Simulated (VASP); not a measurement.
# MoH3 (P-6m2) in VASP: notebook, part 2 of 3

VASP 6.6.1. The steps go on from the part before.

## Step 3: Relaxation of cell and atoms, PBE

This run uses another cell than the first one, of 10.50 Å³/atom.

The input, INCAR:

```
PREC = Accurate
ENCUT = 600
EDIFF = 1E-6
ISMEAR = 0
SIGMA = 0.15
LREAL = F
LASPH = T
NELM = 80
ALGO = Normal
ISIF = 3
LWAVE = F
LCHARG = F
GGA = PE
IBRION = 2
NSW = 36
EDIFFG = -0.08
```

The input, KPOINTS:

```
Automatic mesh
0
Gamma
  6 6 3
```

The input, POSCAR:

```
MoH3
1.0
    2.8240226500      0.0000000000      0.0000000000
   -1.4120113300      2.4456753600      0.0000000000
    0.0000000000      0.0000000000      6.0817804700
H Mo
3 1
Direct
    0.3333333300      0.6666666700      0.1718330500
    0.3333333300      0.6666666700      0.8281669500
    0.0000000000      0.0000000000      0.0000000000
    0.0000000000      0.0000000000      0.5000000000
```

Potentials or basis: VASP PAW PBE potentials, release 64 (H, Mo_sv).

On the command line:

```sh
> cat potpaw_PBE.64/H/POTCAR potpaw_PBE.64/Mo_sv/POTCAR > POTCAR
> mpirun -np 1 vasp_std > vasp.out
```

OUTCAR:

```text
PREC = Accurate
   ENCUT = 600
   EDIFF = 1E-6
   ISMEAR = 0
   LREAL = F
   LASPH = T
   NELM = 80
   ISIF = 3
   GGA = PE
   IBRION = 2
   NSW = 36
   EDIFFG = -0.08

 ion  position               nearest neighbor table
   1  0.333  0.667  0.172-
   2  0.333  0.667  0.828-
   3  0.000  0.000  0.000-
   4  0.000  0.000  0.500-

  LATTYP: Found a hexagonal cell.
 ALAT       =     2.8240226500
 C/A-ratio  =     2.1535877094

  Lattice vectors:

 A1 = (   2.8240226500,   0.0000000000,   0.0000000000)
 A2 = (  -1.4120113300,   2.4456753600,   0.0000000000)
 A3 = (   0.0000000000,   0.0000000000,   6.0817804700)

Analysis of symmetry for initial positions (statically):
=====================================================================
 Subroutine PRICEL returns:
 Original cell was already a primitive cell.

 Routine SETGRP: Setting up the symmetry group for a
 hexagonal supercell.

 Subroutine GETGRP returns: Found 12 space group operations
 (whereof 12 operations were pure point group operations)
 out of a pool of 24 trial point group operations.

The static configuration has the point symmetry D_3h.

Analysis of symmetry for dynamics (positions and initial velocities):
=====================================================================
 Subroutine PRICEL returns:
 Original cell was already a primitive cell.

 Routine SETGRP: Setting up the symmetry group for a
 hexagonal supercell.

 Subroutine GETGRP returns: Found 12 space group operations
 (whereof 12 operations were pure point group operations)
 out of a pool of 24 trial point group operations.

The dynamic configuration has the point symmetry D_3h.

 Subroutine INISYM returns: Found 12 space group operations
 (whereof 12 operations are pure point group operations),
 and found     1 'primitive' translations

----------------------------------------------------------------------------------------
[... 108 lines left out ...]
  Fermi-wavevector in a.u.,A,eV,Ry     =   1.210947  2.288359 19.951492  1.466393
  Thomas-Fermi vector in A             =   2.346478
   LORBIT       =      0    0 simple, 1 ext, 2 COOP (PROOUT), +10 PAW based schemes
   GGA     = PE    functional components
   LHFCALC =     F    Hartree Fock is set to
   AEXX    =    0.0000 exact exchange contribution
   IVDW    =     0    specifies the selected vdW correction
   LEPSILON=     F    determine dielectric tensor
   LRPA    =     F    only Hartree local field effects (RPA)
 conjugate gradient relaxation of ions
 non-spin polarized calculation
 Gauss-broadening in eV      SIGMA  =   0.15
  energy-cutoff  :      600.00
  volume of cell :       42.00
 maximum number of plane-waves:      1429
 NGX is ok and might be reduce to    24
   NGX = 11   NGY = 11   NGZ = 25

--------------------------------------- Ionic step        1  -------------------------------------------

 number of electron      17.0000000 magnetization

 Free energy of the ion-electron system (eV)
  ---------------------------------------------------
  ext. energy  EPLUGINS =         0.00000000
  ---------------------------------------------------
  free energy    TOTEN  =       -15.77762838 eV

  energy without entropy =      -15.73284640  energy(sigma->0) =      -15.75523739

 E-fermi :   3.1309     XC(G=0):  -9.8542

 val. band max:        3.0746610912   @ k =   0.3333   0.1667   0.3333
 cond. band min:       3.1398794836   @ k =   0.0000   0.0000   0.0000
 fundamental gap:      0.0652183924
 Fermi energy:         3.1309264868

 k-point     1 :       0.0000    0.0000    0.0000
  band No.  band energies     occupation
      1     -58.2465      2.00000
      2     -32.4257      2.00000
      3     -31.6496      2.00000
      4     -31.6496      2.00000
      5      -4.5097      2.00000
      6      -1.2222      2.00000
      7      -0.4136      2.00000
      8       2.5524      2.00000
      9       2.5524      2.00000
     10       3.1399      0.93273
     11       5.0241      0.00000
     12       5.0241      0.00000
[... 300 lines left out ...]
  FREE ENERGIE OF THE ION-ELECTRON SYSTEM (eV)
  ---------------------------------------------------
  free  energy   TOTEN  =       -18.2506168270 eV

  energy  without entropy=      -18.2420816668  energy(sigma->0) =      -18.24634925

[... ionic steps 4 to 10 ...]

--------------------------------------- Ionic step       11  -------------------------------------------

 number of electron      16.9999999 magnetization

------------------------ aborting loop because EDIFF is reached ----------------------------------------
[... 71 lines left out ...]
--------------------------------------- Ionic step       13  -------------------------------------------

 number of electron      16.9999999 magnetization

 Free energy of the ion-electron system (eV)
  ---------------------------------------------------
  ext. energy  EPLUGINS =         0.00000000
  ---------------------------------------------------
  free energy    TOTEN  =       -20.14864200 eV

  energy without entropy =      -20.13240860  energy(sigma->0) =      -20.14052530

 E-fermi :   6.9000     XC(G=0): -11.6410

 val. band max:        6.8673213447   @ k =   0.1667   0.0000   0.0000
 cond. band min:       6.9075827222   @ k =   0.1667   0.0000   0.3333
 fundamental gap:      0.0402613775
 Fermi energy:         6.9000371754

 k-point     1 :       0.0000    0.0000    0.0000
  band No.  band energies     occupation
      1     -54.1967      2.00000
      2     -28.4574      2.00000
      3     -27.7265      2.00000
      4     -27.7265      2.00000
      5      -3.3603      2.00000
      6       1.6046      2.00000
      7       5.3847      2.00000
      8       6.0613      2.00000
      9       6.0613      2.00000
     10       8.5603      0.00000
     11       8.5603      0.00000
     12      13.7396      0.00000
[... 224 lines left out ...]
  FREE ENERGIE OF THE ION-ELECTRON SYSTEM (eV)
  ---------------------------------------------------
  free  energy   TOTEN  =       -20.1486420026 eV

  energy  without entropy=      -20.1324085994  energy(sigma->0) =      -20.14052530

 reached required accuracy - stopping structural energy minimisation
```

OSZICAR:

```text
N       E                     dE             d eps       ncg     rms          rms(c)
DAV:   1     0.116287061325E+03    0.11629E+03   -0.10187E+04   376   0.138E+03
DAV:   2    -0.137779657596E+02   -0.13007E+03   -0.12627E+03   396   0.341E+02
DAV:   3    -0.168970008159E+02   -0.31190E+01   -0.30062E+01   424   0.510E+01
[... 129 lines left out ...]
DAV:   3    -0.201487514287E+02    0.47069E-03   -0.17434E-03   368   0.448E-01    0.147E-01
DAV:   4    -0.201486369906E+02    0.11444E-03   -0.38816E-04   376   0.221E-01    0.206E-02
DAV:   5    -0.201486397733E+02   -0.27827E-05   -0.41636E-05   360   0.738E-02    0.242E-02
DAV:   6    -0.201486419824E+02   -0.22092E-05   -0.53521E-06   352   0.247E-02    0.222E-03
DAV:   7    -0.201486420026E+02   -0.20155E-07   -0.14952E-07   168   0.407E-03
  13 F= -.20148642E+02 E0= -.20140525E+02  d E =-.410028E-02
```

CONTCAR:

```text
MoH3
   1.00000000000000
     2.8777907965060319    0.0000000001834706   -0.0000000000000000
    -1.4388954031893240    2.4922399405082607   -0.0000000000000000
    -0.0000000000000000   -0.0000000000000000    3.8530317656715920
  H               Mo
     3     1
Direct
     0.3333333300000021    0.6666666699999979    0.2522255260999982
     0.3333333300000021    0.6666666699999979    0.7477744738999949
     0.0000000000000000    0.0000000000000000    0.0000000000000000
     0.0000000000000000    0.0000000000000000    0.5000000000000000

  0.00000000E+00  0.00000000E+00  0.00000000E+00
  0.00000000E+00  0.00000000E+00  0.00000000E+00
  0.00000000E+00  0.00000000E+00  0.00000000E+00
  0.00000000E+00  0.00000000E+00  0.00000000E+00
```

It took 2 min on 1 thread of Intel Xeon 8259CL, shared host; peak memory 0.18 GiB.

Results:

- Free energy: -20.1486 eV
- Relaxed volume: 6.91 Å³/atom
- Relaxed cell: a = 2.878 Å, b = 2.878 Å, c = 3.853 Å, α = 90.00°, β = 90.00°, γ = 120.00°
- Space group after relaxing (to 0.1 Å): P-6m2 (No. 187)
- Energy gained by relaxing: 1092.8 meV/atom
- Ionic steps: 13
- Pressure after relaxing: 0.3 GPa
- Largest force after relaxing: 0.051 eV/Å
- Band gap on the k mesh: zero (an odd number of electrons rules out a gap without spin polarisation)

Forces on the atoms (eV/Å):
```
H    0.000  0.000  0.051
H    0.000  0.000 -0.051
H    0.000  0.000  0.000
Mo   0.000  0.000  0.000
```

Step by step:
| step | energy change (eV) | largest force (eV/Å) | pressure (GPa) | volume (Å³) |
| --- | --- | --- | --- | --- |
| 1 | 0.0000 | 1.3070 | -24.24 | 42.00 |
| 2 | -1.7731 | 1.4315 | -13.42 | 32.99 |
| 3 | -2.4730 | 1.1249 | 8.03 | 27.85 |
| 4 | -2.5529 | 0.7803 | 26.25 | 25.53 |
| 5 | -3.3774 | 0.4263 | 37.78 | 23.76 |
| 6 | -3.5514 | 0.0776 | 51.96 | 22.43 |
| 7 | -4.2465 | 0.6992 | 7.65 | 25.88 |
| 8 | -4.2612 | 0.7882 | 1.05 | 26.72 |
| 9 | -4.2618 | 0.7747 | 2.02 | 26.58 |
| 10 | -4.3090 | 0.6069 | 0.92 | 26.90 |
| 11 | -4.3648 | 0.2201 | -0.96 | 27.67 |
| 12 | -4.3669 | 0.1409 | -1.27 | 27.83 |
| 13 | -4.3710 | 0.0505 | 0.28 | 27.63 |

Final structure:
```yaml
crystal:
  lattice:
    - [2.87779, 0.00000, 0.00000]
    - [-1.43890, 2.49224, 0.00000]
    - [0.00000, 0.00000, 3.85303]
  atoms:
    - { symbol: H, position: [0.33333, 0.66667, 0.25223] }
    - { symbol: H, position: [0.33333, 0.66667, 0.74777] }
    - { symbol: H, position: [0.00000, 0.00000, 0.00000] }
    - { symbol: Mo, position: [0.00000, 0.00000, 0.50000] }
```

Levels at points of the mesh, in eV from the Fermi level:
```
           k point  band 5  band 6  band 7  band 8  band 9  band 10  band 11  band 12
(0.00, 0.00, 0.00)  -10.26   -5.30   -1.52   -0.84   -0.84     1.66     1.66     6.84
(0.50, 0.00, 0.00)   -7.27   -4.86   -4.64   -1.75    0.80     3.48     5.25     5.65
```

Caveat: the k points lie up to 0.54 Å⁻¹ apart in the final cell, too coarse for converged energies and pressures of a metal; the volume moved by over 15 % at a fixed basis, so the end points are rough; the relaxation stopped at a loose force limit of 0.08 eV/Å, so its end isn't a converged minimum.

## Step 4: Single point, PBE, collinear spin

The input, INCAR:

```
PREC     = Accurate       # precision mode
ENCUT    = 520            # plane-wave cutoff, eV
EDIFF    = 1E-7           # SCF threshold, eV
ISMEAR   = 0              # smearing method
SIGMA    = 0.1            # smearing width, eV
LREAL    = False          # projectors in reciprocal space
LASPH    = True           # aspherical terms in the spheres
NELM     = 150            # most SCF steps
ALGO     = Normal         # electronic algorithm
ISIF     = 2              # what is computed and relaxed
LWAVE    = False          # write WAVECAR
LCHARG   = False          # write CHGCAR
ISPIN    = 2              # spin polarisation
MAGMOM   = 0 0 0 1        # initial moments
LORBIT   = 11             # projections on sites
LMAXMIX  = 4              # l up to which the mixer works
GGA      = PE             # functional
NBANDS   = 20             # bands
```

The input, KPOINTS:

```
regular mesh
0
Gamma
  6 6 4
```

The input, POSCAR:

```
MoH3
1.0
    2.8855827866      0.0000000000      0.0000000000
   -1.4427913933      2.4989879979      0.0000000000
    0.0000000000      0.0000000000      3.8406987102
H Mo
3 1
Direct
    0.3333333333      0.6666666667      0.2547651485
    0.3333333333      0.6666666667      0.7452348515
    0.0000000000      0.0000000000      0.0000000000
    0.0000000000      0.0000000000      0.5000000000
```

Potentials or basis: VASP PAW PBE potentials, release 64 (H, Mo_sv).

On the command line:

```sh
> cat potpaw_PBE.64/H/POTCAR potpaw_PBE.64/Mo_sv/POTCAR > POTCAR
> mpirun -np 1 vasp_std > vasp.out
```

OUTCAR:

```text
PREC = Accurate
   ENCUT = 520
   EDIFF = 1E-7
   ISMEAR = 0
   LREAL = False
   LASPH = True
   NELM = 150
   ISIF = 2
   ISPIN = 2
   LORBIT = 11
   GGA = PE

 ion  position               nearest neighbor table
   1  0.333  0.667  0.255-   4 1.91   4 1.91   4 1.91
   2  0.333  0.667  0.745-   4 1.91   4 1.91   4 1.91
   3  0.000  0.000  0.000-   4 1.92   4 1.92
   4  0.000  0.000  0.500-   1 1.91   2 1.91   1 1.91   2 1.91   1 1.91   2 1.91   3 1.92   3 1.92

  LATTYP: Found a hexagonal cell.
 ALAT       =     2.8855827866
 C/A-ratio  =     1.3309958488

  Lattice vectors:

 A1 = (   2.8855827866,   0.0000000000,   0.0000000000)
 A2 = (  -1.4427913933,   2.4989879979,   0.0000000000)
 A3 = (   0.0000000000,   0.0000000000,   3.8406987102)

[... 690 lines left out ...]
      5      -3.3509      1.00000
      6       1.5647      1.00000
[... 472 lines left out ...]
     19      28.3420      0.00000
     20      29.6494      0.00000

------------------------ aborting loop because EDIFF is reached ----------------------------------------

  FORCE on cell =-STRESS in cart. coord.  units (eV):
  Direction    XX          YY          ZZ          XY          YZ          ZX
  --------------------------------------------------------------------------------------
  -------------------------------------------------------------------------------------
  Total        0.0084158      0.0084158      0.7288643      0.0000000      0.0000000     -0.0000000
  in kB        0.4868531      0.4868531     42.1647316      0.0000000      0.0000000     -0.0000000
  external PRESSURE =      14.3794793 kB  Pullay stress =       0.0000000 kB

 VOLUME and BASIS-vectors are now :
 -----------------------------------------------------------------------------
  energy-cutoff  :      520.00
  volume of cell :       27.70
      direct lattice vectors                 reciprocal lattice vectors
     2.885582787  0.000000000  0.000000000     0.346550445  0.200080993  0.000000000
    -1.442791393  2.498987998  0.000000000     0.000000000  0.400161986  0.000000000
     0.000000000  0.000000000  3.840698710     0.000000000  0.000000000  0.260369291

 POSITION                                       TOTAL-FORCE (eV/Angst)
 -----------------------------------------------------------------------------------
     -0.00000      1.66599      0.97848         0.000000     -0.000000     -0.122302
     -0.00000      1.66599      2.86222         0.000000     -0.000000      0.122302
      0.00000      0.00000      0.00000        -0.000000      0.000000      0.000000
      0.00000      0.00000      1.92035        -0.000000      0.000000      0.000000
 -----------------------------------------------------------------------------------
    total drift:                                0.000000     -0.000000      0.000000

  FREE ENERGIE OF THE ION-ELECTRON SYSTEM (eV)
  ---------------------------------------------------
  free  energy   TOTEN  =       -19.9431858625 eV

  energy  without entropy=      -19.9317147530  energy(sigma->0) =      -19.93745031

 total charge

# of ion       s       p       d       tot
------------------------------------------
    1        0.532   0.024   0.000   0.556
    2        0.532   0.024   0.000   0.556
    3        0.527   0.012   0.000   0.539
    4        2.312   6.232   3.865  12.409
--------------------------------------------------
tot          3.903   6.292   3.865  14.060

 magnetization (x)

# of ion       s       p       d       tot
------------------------------------------
    1       -0.001   0.001   0.000  -0.001
    2       -0.001   0.001   0.000  -0.001
    3        0.001  -0.000   0.000   0.001
    4        0.001   0.001   0.105   0.106
--------------------------------------------------
tot         -0.002   0.002   0.105   0.105
```

Run time: 55 s. Hardware: 1 thread of Intel Xeon 8259CL, shared host; peak memory 0.17 GiB.

Results:

* Free energy: -19.9432 eV
* Pressure: 1.4 GPa
* Largest force: 0.122 eV/Å
* Net moment: 0.11 μB per cell
* Site moments: H -0.00, +0.00 (each value once); Mo +0.11 μB
* Valence electrons inside the program's atomic spheres: H 0.56, 0.54 (each value once); Mo 12.41

Forces in eV/Å, atoms in the order of the input:
```
H    0.000  0.000 -0.122
H    0.000  0.000  0.122
H    0.000  0.000  0.000
Mo   0.000  0.000  0.000
```

Stress tensor (GPa, compression positive):
```
0.05 0.00 0.00
0.00 0.05 0.00
0.00 0.00 4.22
```

Levels at points of the mesh, in eV from the Fermi level:
Spin up:
```tsv
k point	band 6	band 7	band 8	band 9	band 10	band 11	band 12	band 13
(0.00, 0.00, 0.00)	-5.19	-1.32	-0.86	-0.86	1.70	1.70	6.98	10.29
(0.50, 0.00, 0.00)	-4.67	-4.51	-1.64	0.85	3.41	5.39	5.71	9.07
(0.00, 0.00, 0.50)	-7.22	-0.81	-0.81	-0.68	1.43	1.43	3.63	9.48
(0.50, 0.00, 0.50)	-6.16	-2.31	-0.18	0.42	1.10	3.42	4.94	8.77
```
Spin down:
```
           k point  band 6  band 7  band 8  band 9  band 10  band 11
(0.00, 0.00, 0.00)   -5.15   -1.32   -0.75   -0.75     1.77     1.77
(0.50, 0.00, 0.00)   -4.65   -4.47   -1.60    0.92     3.52     5.41
(0.00, 0.00, 0.50)   -7.22   -0.69   -0.69   -0.64     1.49     1.49
(0.50, 0.00, 0.50)   -6.10   -2.30   -0.14    0.48     1.15     3.53
```

Caveat: the k points lie up to 0.42 Å⁻¹ apart.

[end of part 2 of 3]
